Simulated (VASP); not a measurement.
TiTe2, 3 atoms in the cell. The structure is trigonal, space group P-3m1 (No. 164). The conventional cell has a = 3.788 Å, b = 3.788 Å, c = 6.724 Å, α = 90.00°, β = 90.00°, γ = 120.00°. Te (site symmetry 3m) has 3 Ti at 2.78 Å within 3.7 Å. Within 3.7 Å of Ti (site symmetry -3m) lie 6 Te at 2.78 Å. 

```yaml
Program: VASP 6.6.1
Task: single point
Functional: PBE
Potentials_or_basis: VASP PAW PBE potentials, release 64 (Te, Ti_sv)
Cutoff: 520 eV
k_mesh: 8 × 8 × 4
Occupations: fermi-dirac, width 0.05 eV
Spin: no spin polarisation
Dipole_correction: no
Further_INCAR_settings: ALGO = Normal; EDIFF = 1e-06; NBANDS = 19
```

Potentials or basis: VASP PAW PBE potentials, release 64 (Te, Ti_sv).

The run is started by

```sh
$ cat potpaw_PBE.64/Te/POTCAR potpaw_PBE.64/Ti_sv/POTCAR > POTCAR
$ mpirun -np 1 vasp_std > vasp.out
```

Hardware: 1 thread of Intel(R) Xeon(R) 6975P-C (Granite Rapids), on a shared host.

Estimate the wall time of this run.

Wall time 26 s on 1 thread of Intel(R) Xeon(R) 6975P-C (Granite Rapids), with other jobs on the host, peak memory 0.21 GiB. Counts: scf iterations 17, k points 35.
